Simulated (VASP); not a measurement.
# B3C (P1) in VASP: single point with PBE

Aim: the single point of B3C with PBE.

Program: VASP 6.6.1. These are calculated values, not measurements. Logs are shortened: lines on timing, memory, paths and dates and some standing lists are left out, and cuts for length are marked.

### 1 The cell of the first run

The typed cell holds 8 atoms: a = 3.106 Å, b = 2.871 Å, c = 6.409 Å, α = 90.87°, β = 89.92°, γ = 89.02°.

### 2 Single point, PBE

File INCAR:

```
SYSTEM = B3C
PREC     = Accurate       ! precision mode
ENCUT    = 520            ! plane-wave cutoff, eV
EDIFF    = 1E-7           ! SCF threshold, eV
ISMEAR   = 0              ! smearing method
SIGMA    = 0.2            ! smearing width, eV
LREAL    = .FALSE.        ! projectors in reciprocal space
LASPH    = .TRUE.         ! aspherical terms in the spheres
NELM     = 100            ! most SCF steps
ALGO     = Normal         ! electronic algorithm
ISIF     = 2              ! what is computed and relaxed
LWAVE    = .FALSE.        ! write WAVECAR
LCHARG   = .TRUE.         ! write CHGCAR
GGA      = PE             ! functional
LELF     = .TRUE.         ! ELF
LVHAR    = .TRUE.       
NBANDS   = 23             ! bands
```

File KPOINTS:

```
Automatic mesh
0
G
  8 8 4
  0 0 0
```

File POSCAR:

```
B3C
1.0
   -3.1061206126     -0.0029095402     -0.0258750545
   -0.0249712755      0.0249154398     -2.8705775162
   -0.0037540419     -6.4085693902      0.0422334643
B C
6 2
Direct
    0.6604765447      0.5402699484      0.8763001668
    1.1348386915      0.2911388476      0.2562643484
    0.3294755906      0.7775648369      1.0934112445
    0.6564395956      0.2829619043      0.6077524340
    0.3155762702     -0.2229591886      0.6446684618
    0.6363445306      0.2913397010      0.1422536379
    1.1462250199      0.2887150395      0.5072190087
    0.1206237568     -0.2490310890     -0.1278693023
```

Potentials or basis: VASP PAW PBE potentials, release 64 (B, C).

Started as:

```sh
$ cat potpaw_PBE.64/B/POTCAR potpaw_PBE.64/C/POTCAR > POTCAR
$ mpirun -np 1 vasp_std > vasp.out
```

OUTCAR:

```text
SYSTEM = B3C
   PREC = Accurate
   ENCUT = 520
   EDIFF = 1E-7
   ISMEAR = 0
   LREAL = .FALSE.
   LASPH = .TRUE.
   NELM = 100
   ISIF = 2
   GGA = PE

 ion  position               nearest neighbor table
   1  0.660  0.540  0.876-   8 1.56   8 1.77   3 1.84   6 1.86   4 1.86   5 1.96
   2  0.135  0.291  0.256-   7 1.61   6 1.71   6 1.72   3 1.86   3 1.88
   3  0.329  0.778  0.093-   8 1.56   6 1.71   6 1.79   1 1.84   2 1.86   2 1.88
   4  0.656  0.283  0.608-   7 1.65   7 1.71   5 1.77   5 1.83   1 1.86
   5  0.316  0.777  0.645-   8 1.58   7 1.73   4 1.77   7 1.80   4 1.83   1 1.96
   6  0.636  0.291  0.142-   3 1.71   2 1.71   2 1.72   3 1.79   1 1.86
   7  0.146  0.289  0.507-   2 1.61   4 1.65   4 1.71   5 1.73   5 1.80
   8  0.121  0.751  0.872-   3 1.56   1 1.56   5 1.58   1 1.77

  LATTYP: Found a triclinic cell.
 ALAT       =     3.1062297474
 B/A-ratio  =     2.8755557350
 C/A-ratio  =     0.9242053816
 COS(alpha) =     0.0008861242
 COS(beta)  =     0.0170193735
 COS(gamma) =     0.6965706565

  Lattice vectors:

 A1 = (   3.1061206126,   0.0029095402,   0.0258750545)
 A2 = (   6.2159952671,   6.4143884706,   0.0095166447)
 A3 = (   0.0249712755,  -0.0249154398,   2.8705775162)

Analysis of symmetry for initial positions (statically):
=====================================================================
 Subroutine PRICEL returns:
 Original cell was already a primitive cell.

 Routine SETGRP: Setting up the symmetry group for a
 triclinic supercell.

 Subroutine GETGRP returns: Found  1 space group operations
 (whereof  1 operations were pure point group operations)
 out of a pool of  2 trial point group operations.

The static configuration has the point symmetry C_1 .

Analysis of symmetry for dynamics (positions and initial velocities):
=====================================================================
 Subroutine PRICEL returns:
 Original cell was already a primitive cell.

 Routine SETGRP: Setting up the symmetry group for a
 triclinic supercell.

 Subroutine GETGRP returns: Found  1 space group operations
 (whereof  1 operations were pure point group operations)
 out of a pool of  2 trial point group operations.

The dynamic configuration has the point symmetry C_1 .

 Subroutine INISYM returns: Found  1 space group operations
 (whereof  1 operations are pure point group operations),
 and found     1 'primitive' translations

----------------------------------------------------------------------------------------

                                     Primitive cell

  volume of cell :      57.1337

  direct lattice vectors                    reciprocal lattice vectors
    -3.106120613 -0.002909540 -0.025875055    -0.321968541  0.000207074  0.002802615
    -0.024971276  0.024915440 -2.870577516     0.002904504 -0.002297759 -0.348407167
    -0.003754042 -6.408569390  0.042233464     0.000157468 -0.156050093 -0.001355821

  length of vectors
     3.106229747  2.870794249  6.408709651     0.321980805  0.348426850  0.156056063

  position of ions in fractional coordinates (direct lattice)
     0.660476545  0.540269948  0.876300167
     0.134838692  0.291138848  0.256264348
     0.329475591  0.777564837  0.093411244
     0.656439596  0.282961904  0.607752434
     0.315576270  0.777040811  0.644668462
     0.636344531  0.291339701  0.142253638
     0.146225020  0.288715039  0.507219009
     0.120623757  0.750968911  0.872130698

  ion indices of the primitive-cell ions
   primitive index   ion index
                 1           1
                 2           2
                 3           3
                 4           4
                 5           5
                 6           6
                 7           7
                 8           8

----------------------------------------------------------------------------------------

 KPOINTS: Automatic mesh

Automatic generation of k-mesh.
 Grid dimensions read from file:
 generate k-points for:    8    8    4

 Generating k-lattice:

  Cartesian coordinates                     Fractional coordinates (reciprocal lattice)
    -0.040246068  0.000025884  0.000350327     0.125000000  0.000000000  0.000000000
     0.000363063 -0.000287220 -0.043550896    -0.000000000  0.125000000  0.000000000
     0.000039367 -0.039012523 -0.000338955     0.000000000 -0.000000000  0.250000000

  Length of vectors
     0.040247601  0.043553356  0.039014016

  Shift w.r.t. Gamma in fractional coordinates (k-lattice)
     0.000000000  0.000000000  0.000000000

 Subroutine IBZKPT returns following result:
 ===========================================

 Found    132 irreducible k-points:

 Following reciprocal coordinates:
            Coordinates               Weight
  0.000000  0.000000  0.000000      1.000000
  0.125000  0.000000 -0.000000      2.000000
  0.250000  0.000000 -0.000000      2.000000
  0.375000  0.000000 -0.000000      2.000000
  0.500000  0.000000 -0.000000      1.000000
 -0.000000  0.125000  0.000000      2.000000
[... 16 lines left out ...]
  0.125000  0.375000  0.000000      2.000000
  0.250000  0.375000  0.000000      2.000000
 [... further k-points ...]
   k-points           NKPTS =    132   k-points in BZ     NKDIM =    132   number of bands    NBANDS=     23
   number of dos      NEDOS =    301   number of ions     NIONS =      8
   total plane-waves  NPLWV =  27648
   dimension x,y,z NGX =    24 NGY =   24 NGZ =   48
   dimension x,y,z NGXF=    48 NGYF=   48 NGZF=   96
   ions per type =               6   2
   NGX,Y,Z   is equivalent  to a cutoff of  12.84, 13.90, 12.45 a.u.
   NGXF,Y,Z  is equivalent  to a cutoff of  25.69, 27.80, 24.90 a.u.
 SYSTEM =  B3C
   PREC   = accura    normal or accurate (medium, high low for compatibility)
   ISTART =      0    job   : 0-new  1-cont  2-samecut
   ICHARG =      2    charge: 1-file 2-atom 10-const
   ISPIN  =      1    spin polarized calculation?
   LNONCOLLINEAR =      F non collinear calculations
   LSORBIT =      F    spin-orbit coupling
   LASPH  =      T    aspherical Exc in radial PAW
   ENCUT  =  520.0 eV  38.22 Ry    6.18 a.u.   5.78  5.34 11.92*2*pi/ulx,y,z
   NELM   =    100;   NELMIN=  2; NELMDL= -5     # of ELM steps
   EDIFF  = 0.1E-06   stopping-criterion for ELM
   LREAL  =      F    real-space projection
   EDIFFG = 0.1E-05   stopping-criterion for IOM
   NSW    =      0    number of steps for IOM
   IBRION =     -1    ionic relax: 0-MD 1-quasi-New 2-CG
   NFREE  =      0    steps in history (QN), initial steepest desc. (CG)
   ISIF   =      2    stress and relaxation
   ISYM   =      2    0-nonsym 1-usesym 2-fastsym
   POTIM  = 0.5000    time-step for ionic-motion
   TEBEG  =    0.0;   TEEND  =   0.0 temperature during run
   PSTRESS=    0.0 pullay stress
   NELECT =      26.0000    total number of electrons
   NUPDOWN=      -1.0000    fix difference up-down
   EMIN   =  10.00;   EMAX   =-10.00  energy-range for DOS
   EFERMI =   0.00;   METHOD = LEGACY
   ISMEAR =     0;   SIGMA  =   0.20  broadening in eV -4-tet -1-fermi 0-gaus
   EFERMI_NEDOS =   21; number of points for ismear=-14 and -15
   IALGO  =     38    algorithm
   IMIX   =      4    mixing-type and parameters
     AMIX     =   0.40;   BMIX     =  1.00
     AMIX_MAG =   1.60;   BMIX_MAG =  1.00
  volume/ion in A,a.u.               =       7.14        48.19
  Fermi-wavevector in a.u.,A,eV,Ry     =   1.259221  2.379582 21.573904  1.585637
  Thomas-Fermi vector in A             =   2.392791
   LORBIT       =      0    0 simple, 1 ext, 2 COOP (PROOUT), +10 PAW based schemes
   GGA     = PE    functional components
   LHFCALC =     F    Hartree Fock is set to
   AEXX    =    0.0000 exact exchange contribution
   IVDW    =     0    specifies the selected vdW correction
   LEPSILON=     F    determine dielectric tensor
   LRPA    =     F    only Hartree local field effects (RPA)
 non-spin polarized calculation
 Gauss-broadening in eV      SIGMA  =   0.20
  energy-cutoff  :      520.00
  volume of cell :       57.13
 maximum number of plane-waves:      1557
   NGX = 11   NGY = 11   NGZ = 23

 number of electron      25.9999999 magnetization

 Free energy of the ion-electron system (eV)
  ---------------------------------------------------
  ext. energy  EPLUGINS =         0.00000000
  ---------------------------------------------------
  free energy    TOTEN  =       -54.66450736 eV

  energy without entropy =      -54.63716069  energy(sigma->0) =      -54.65083403

 E-fermi :   6.1142     XC(G=0): -11.8010

 val. band max:        6.1067873997   @ k =   0.5000   0.5000   0.0000
 cond. band min:       6.1328677198   @ k =   0.2500   0.3750   0.5000
 fundamental gap:      0.0260803201
 Fermi energy:         6.1141615587

 k-point     1 :       0.0000    0.0000    0.0000
  band No.  band energies     occupation
      1     -10.8142      2.00000
      2      -8.3277      2.00000
      3      -6.5135      2.00000
      4      -0.6580      2.00000
      5      -0.3725      2.00000
      6       0.6235      2.00000
[... 15 lines left out ...]
     22      14.8650      0.00000
     23      15.7258      0.00000

 k-point     2 :       0.1250    0.0000   -0.0000
  band No.  band energies     occupation
      1     -10.6481      2.00000
      2      -8.1763      2.00000
      3      -6.3468      2.00000
      4      -1.8631      2.00000
      5      -0.2363      2.00000
      6       0.3446      2.00000
[... 15 lines left out ...]
     22      15.2777      0.00000
     23      16.2382      0.00000
[... 544 lines left out ...]
     22      15.8819      0.00000
     23      16.5472      0.00000

 k-point    24 :       0.2500    0.3750    0.0000
  band No.  band energies     occupation
      1      -8.5782      2.00000
      2      -6.8389      2.00000
      3      -4.5060      2.00000
      4      -2.4634      2.00000
      5      -2.0878      2.00000
      6      -1.5940      2.00000
[... 15 lines left out ...]
     22      16.4434      0.00000
     23      16.8723      0.00000

 [... further k-points ...]

------------------------ aborting loop because EDIFF is reached ----------------------------------------

  FORCE on cell =-STRESS in cart. coord.  units (eV):
  Direction    XX          YY          ZZ          XY          YZ          ZX
  --------------------------------------------------------------------------------------
  -------------------------------------------------------------------------------------
  Total        0.0414561      0.0559600      0.0024682     -0.0054567      0.0087488      0.0150849
  in kB        1.1625364      1.5692645      0.0692146     -0.1530199      0.2453406      0.4230194
  external PRESSURE =       0.9336718 kB  Pullay stress =       0.0000000 kB

 VOLUME and BASIS-vectors are now :
 -----------------------------------------------------------------------------
  energy-cutoff  :      520.00
  volume of cell :       57.13
      direct lattice vectors                 reciprocal lattice vectors
    -3.106120613 -0.002909540 -0.025875055    -0.321968541  0.000207074  0.002802615
    -0.024971276  0.024915440 -2.870577516     0.002904504 -0.002297759 -0.348407167
    -0.003754042 -6.408569390  0.042233464     0.000157468 -0.156050093 -0.001355821

 POSITION                                       TOTAL-FORCE (eV/Angst)
 -----------------------------------------------------------------------------------
     -2.06830     -5.60429     -1.53097         0.009959     -0.000251      0.003795
     -0.42706     -1.63543     -0.82840         0.010504      0.007498      0.001315
     -1.04316     -0.58022     -2.23664        -0.007689     -0.019712     -0.007621
     -2.04833     -3.88968     -0.80358         0.000224     -0.000295      0.000048
     -1.00204     -4.11296     -2.21149        -0.007822      0.018025     -0.011152
     -1.98437     -0.90623     -0.84677        -0.009290     -0.002386      0.003481
     -0.46331     -3.24378     -0.81114        -0.001204     -0.005130      0.008373
     -0.39670     -5.57075     -2.12200         0.005318      0.002252      0.001760
 -----------------------------------------------------------------------------------
    total drift:                                0.000102     -0.000059      0.000055

  FREE ENERGIE OF THE ION-ELECTRON SYSTEM (eV)
  ---------------------------------------------------
  free  energy   TOTEN  =       -54.6645073580 eV

  energy  without entropy=      -54.6371606939  energy(sigma->0) =      -54.65083403
```

It took 2 min on 1 thread of Intel Xeon Platinum 8488C (Sapphire Rapids), shared host; peak memory 0.26 GiB.

What came out:

```yaml
Free_energy: -54.6645 eV
Pressure: 0.1 GPa
Largest_force: 0.023 eV/Å
Band_gap_on_the_k_mesh: zero (band 13 reaches 7.75 eV, above the bottom of band 14 at 4.19 eV)
```

Forces on the atoms (eV/Å):
```
B    0.010  0.000  0.004
B    0.011  0.007  0.001
B   -0.008 -0.020 -0.008
B    0.000  0.000  0.000
B   -0.008  0.018 -0.011
B   -0.009 -0.002  0.003
C   -0.001 -0.005  0.008
C    0.005  0.002  0.002
```
